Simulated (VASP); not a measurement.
# SiO2 (Stishovite) (P4_2/mnm) in VASP: further runs, part 2 of 2

VASP 6.6.1. Earlier steps stand in the parts before.

**5. Single point, PBE**

This run uses another cell than the first one, of 8.37 Å³/atom, 1.125 times its volume.

INCAR

```
SYSTEM = SiO2
PREC     = Accurate       ! precision mode
ENCUT    = 520            ! plane-wave cutoff, eV
EDIFF    = 1E-6           ! SCF threshold, eV
ISMEAR   = 0              ! smearing method
SIGMA    = 0.01           ! smearing width, eV
LREAL    = .FALSE.        ! projectors in reciprocal space
LASPH    = .TRUE.         ! aspherical terms in the spheres
NELM     = 60             ! most SCF steps
ALGO     = Normal         ! electronic algorithm
ISIF     = 2              ! what is computed and relaxed
LWAVE    = .FALSE.        ! write WAVECAR
LCHARG   = .FALSE.        ! write CHGCAR
GGA      = PE             ! functional
NBANDS   = 25             ! bands
```

KPOINTS

```
regular mesh
0
G
  6 6 8
  0 0 0
```

POSCAR

```
SiO2
1.0
    4.2858495132      0.0000000000      0.0000000000
    0.0000000000      4.2858495132      0.0000000000
    0.0000000000      0.0000000000      2.7344567358
Si O
2 4
Direct
    0.0000000000      0.0000000000      0.0000000000
    0.5000000000      0.5000000000      0.5000000000
    0.3059000000      0.3059000000      0.0000000000
    0.1941000000      0.8059000000      0.5000000000
    0.6941000000      0.6941000000      0.0000000000
    0.8059000000      0.1941000000      0.5000000000
```

Potentials or basis: VASP PAW PBE potentials, release 64 (Si, O).

Launch:

```sh
> cat potpaw_PBE.64/Si/POTCAR potpaw_PBE.64/O/POTCAR > POTCAR
> mpirun -np 1 vasp_std > vasp.out
```

OUTCAR:

```text
SYSTEM = SiO2
   PREC = Accurate
   ENCUT = 520
   EDIFF = 1E-6
   ISMEAR = 0
   LREAL = .FALSE.
   LASPH = .TRUE.
   NELM = 60
   ISIF = 2
   GGA = PE

 ion  position               nearest neighbor table
   1  0.000  0.000  0.000-   4 1.80   6 1.80   4 1.80   6 1.80   5 1.85   3 1.85
   2  0.500  0.500  0.500-   3 1.80   5 1.80   3 1.80   5 1.80   4 1.85   6 1.85
   3  0.306  0.306  0.000-   2 1.80   2 1.80   1 1.85
   4  0.194  0.806  0.500-   1 1.80   1 1.80   2 1.85
   5  0.694  0.694  0.000-   2 1.80   2 1.80   1 1.85
   6  0.806  0.194  0.500-   1 1.80   1 1.80   2 1.85

[... 881 lines left out ...]
  -------------------------------------------------------------------------------------
  Total       -3.2870389     -3.2870389     -4.2060115     -0.0000000      0.0000000      0.0000000
  in kB     -104.8505077   -104.8505077   -134.1640457     -0.0000000      0.0000000      0.0000000
  external PRESSURE =    -114.6216871 kB  Pullay stress =       0.0000000 kB

 VOLUME and BASIS-vectors are now :
 -----------------------------------------------------------------------------
  energy-cutoff  :      520.00
  volume of cell :       50.23
      direct lattice vectors                 reciprocal lattice vectors
     4.285849513  0.000000000  0.000000000     0.233325971  0.000000000  0.000000000
     0.000000000  4.285849513  0.000000000     0.000000000  0.233325971  0.000000000
     0.000000000  0.000000000  2.734456736     0.000000000  0.000000000  0.365703354

 POSITION                                       TOTAL-FORCE (eV/Angst)
 -----------------------------------------------------------------------------------
      0.00000      0.00000      0.00000         0.000000      0.000000      0.000000
      2.14292      2.14292      1.36723         0.000000      0.000000      0.000000
      1.31104      1.31104      0.00000         0.270430      0.270430      0.000000
      0.83188      3.45397      1.36723        -0.270430      0.270430      0.000000
      2.97481      2.97481      0.00000        -0.270430     -0.270430      0.000000
      3.45397      0.83188      1.36723         0.270430     -0.270430      0.000000
 -----------------------------------------------------------------------------------
    total drift:                                0.000000      0.000000     -0.000000

  FREE ENERGIE OF THE ION-ELECTRON SYSTEM (eV)
  ---------------------------------------------------
  free  energy   TOTEN  =       -46.2432620978 eV

  energy  without entropy=      -46.2432620978  energy(sigma->0) =      -46.24326210
```

Wall time 18 s (1 thread of Intel Xeon 6975P-C (Granite Rapids), shared host); peak memory 0.17 GiB.

Results:

```yaml
Free_energy: -46.2433 eV
Pressure: -11.5 GPa
Largest_force: 0.382 eV/Å
Band_gap_on_the_k_mesh: 4.29 eV, direct
```

Forces in eV/Å, atoms in the order of the input:
```
Si   0.000  0.000  0.000
Si   0.000  0.000  0.000
O    0.270  0.270  0.000
O   -0.270  0.270  0.000
O   -0.270 -0.270  0.000
O    0.270 -0.270  0.000
```

Levels at points of the mesh, in eV from the valence-band top:
```tsv
k point	band 13	band 14	band 15	band 16	band 17	band 18	band 19	band 20
(0.00, 0.00, 0.00)	-2.44	-0.84	-0.84	0.00	4.29	6.38	7.87	7.87
(0.50, 0.00, 0.00)	-2.53	-2.53	-0.99	-0.99	6.72	6.72	8.52	8.52
(0.50, 0.50, 0.00)	-2.51	-2.51	-2.04	-2.04	6.52	6.52	9.36	9.36
(0.00, 0.00, 0.50)	-2.73	-2.73	-2.42	-2.42	8.07	8.07	11.86	11.86
(0.50, 0.00, 0.50)	-2.11	-2.11	-1.58	-1.58	7.92	7.92	9.02	9.02
(0.50, 0.50, 0.50)	-1.63	-1.63	-1.40	-1.40	6.25	6.25	10.44	10.44
```

**6. Single point, PBE**

This run uses another cell than the first one, of 8.68 Å³/atom, 1.167 times its volume.

INCAR

```
ALGO = Normal
EDIFF = 1E-6
ENCUT = 520
GGA = PE
ISIF = 2
ISMEAR = 0
LASPH = True
LCHARG = False
LREAL = False
LWAVE = False
NBANDS = 25
NELM = 80
PREC = Accurate
SIGMA = 0.01
```

KPOINTS

```
k-points
0
Gamma
  6 6 8
```

Edit POSCAR of step 5 so:

```diff
@@ -2,5 +2,5 @@
 1.0
-    4.2858495132      0.0000000000      0.0000000000
-    0.0000000000      4.2858495132      0.0000000000
-    0.0000000000      0.0000000000      2.7344567358
+    4.3381211223      0.0000000000      0.0000000000
+    0.0000000000      4.3381211223      0.0000000000
+    0.0000000000      0.0000000000      2.7678070561
 Si O
```

Potentials or basis: VASP PAW PBE potentials, release 64 (Si, O).

Launch:

```sh
> cat potpaw_PBE.64/Si/POTCAR potpaw_PBE.64/O/POTCAR > POTCAR
> mpirun -np 1 vasp_std > vasp.out
```

It took 25 s on 1 thread of Intel Xeon 6975P-C (Granite Rapids), shared host; peak memory 0.18 GiB.

The run converged. Its results:

```yaml
Free_energy: -46.0635 eV
Pressure: -19.8 GPa
Largest_force: 0.579 eV/Å
Band_gap_on_the_k_mesh: 3.70 eV, direct
```

Forces in eV/Å, atoms in the order of the input:
```
Si   0.000  0.000  0.000
Si   0.000  0.000  0.000
O    0.409  0.409  0.000
O   -0.409  0.409  0.000
O   -0.409 -0.409  0.000
O    0.409 -0.409  0.000
```

Stress tensor (GPa, compression positive):
```
-18.20   0.00   0.00
  0.00 -18.20   0.00
  0.00   0.00 -23.10
```

Levels at points of the mesh, in eV from the valence-band top:
```tsv
k point	band 13	band 14	band 15	band 16	band 17	band 18	band 19	band 20
(0.00, 0.00, 0.00)	-2.40	-0.82	-0.82	0.00	3.70	6.21	7.57	7.57
(0.50, 0.00, 0.00)	-2.46	-2.46	-0.96	-0.96	6.23	6.23	8.25	8.25
(0.50, 0.50, 0.00)	-2.44	-2.44	-1.94	-1.94	6.08	6.08	9.02	9.02
(0.00, 0.00, 0.50)	-2.58	-2.58	-2.30	-2.30	7.59	7.59	11.44	11.44
(0.50, 0.00, 0.50)	-2.04	-2.04	-1.50	-1.50	7.50	7.50	8.64	8.64
(0.50, 0.50, 0.50)	-1.56	-1.56	-1.33	-1.33	5.83	5.83	10.15	10.15
```

**7. The runs side by side**

```csv
cell,gap on the mesh (eV),pressure (GPa),largest force (eV/Å)
"a = 4.121, b = 4.121, c = 2.629 Å, 6 atoms",6.38,26.8,0.39
"a = 4.177, b = 4.177, c = 2.665 Å, 6 atoms",5.62,11.4,0.10
"a = 4.232, b = 4.232, c = 2.700 Å, 6 atoms",4.93,-1.2,0.16
"a = 4.286, b = 4.286, c = 2.734 Å, 6 atoms",4.29,-11.5,0.38
"a = 4.338, b = 4.338, c = 2.768 Å, 6 atoms",3.70,-19.8,0.58
```

Alike in all rows: task single point; level PBE; potentials or basis VASP PAW PBE potentials, release 64 (Si, O); no spin polarisation; k mesh 6 × 6 × 8; cutoff (eV) 520; smearing gaussian 0.01 eV.

Total energies depend on the potentials used, so only differences within one code and one set of settings carry meaning.
